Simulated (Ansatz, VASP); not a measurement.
InSe: VASP beside Ansatz

```
Se In
1.0
     4.22800    0.00000    0.00000
    -2.11400    3.66156    0.00000
     0.00000    0.00000   36.71996
Se In
2 2
Direct
  0.00000 0.00000 0.42824
  0.00000 0.00000 0.57173
  0.66667 0.33333 0.46276
  0.66667 0.33333 0.53722
```

Alike in both runs: task single point; functional PBE; dispersion D3(BJ); k mesh 9 × 9 × 1; occupations gaussian, width 0.02 eV; no spin polarisation.

|  | VASP | Ansatz |
| --- | --- | --- |
| version | VASP 6.6.1 | Ansatz 0.2.0 |
| potentials or method | VASP PAW PBE potentials, release 64 (Se, In_d), cutoff 520 eV | scalar-relativistic, plane waves, PAW |
| valence electrons in the cell | 38 | 58 |

Ansatz gave:

```
gap on the k mesh at the Fermi level (eV) : 1.06
least direct gap on the mesh (eV)         : 1.13
rms of the force components (eV/Å)        : 0.379
```

Problem. Estimate VASP's values.

Solution. gap on the k mesh at the Fermi level (eV): 1.05; least direct gap on the mesh (eV): 1.12; rms of the force components (eV/Å): 0.372.

VASP's potentials hold 38 valence electrons a cell and Ansatz's 58, so a difference there can come from the potentials and not from the codes. Ansatz's warnings: structure snapped to symmetry.
